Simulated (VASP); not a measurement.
Crystal: C.

```xyz
4
Lattice="2.4737 0.0000 0.0000 -1.2369 2.1423 0.0000 0.0000 0.0000 4.1190" Properties=species:S:1:pos:R:3 pbc="T T T"
C     0.0000    1.4282   -0.0003
C     1.2369    0.7141    2.0591
C     0.0000    1.4282    1.5408
C     1.2369    0.7141    3.6003
```

This cell differs from its parent crystal: strained cell.

Base run:

| Property | Result |
| --- | --- |
| Program | VASP 6.6.1 |
| Functional | PBEsol |
| Potentials or basis | VASP PAW PBE potentials, release 64 (C_h) |
| Cutoff | 910 eV |
| k mesh | 9 × 9 × 6 |
| Occupations | gaussian, width 0.02 eV |
| Spin | no spin polarisation |

Its results: band gap on the k mesh 2.92 eV, indirect (least direct gap 4.96 eV); pressure 14.5 GPa.

Problem. The run is repeated on the same cell with these changes: potentials or basis from VASP PAW PBE potentials, release 64 (C_h) to VASP PAW PBE potentials, release 64 (C); cutoff from 910 eV to 520 eV. What comes out?

Solution. Band gap on the k mesh 2.91 eV, indirect (least direct gap 4.96 eV); pressure 15.7 GPa.

Caveats: the PAW data sets were made with another functional, which shifts forces and pressure a little; the cutoff is under 1.25 times the usual one of these potentials, so pressure, stress and relaxed cells hold a basis-set (Pulay) error (some runs).

A k mesh can miss the band edges.
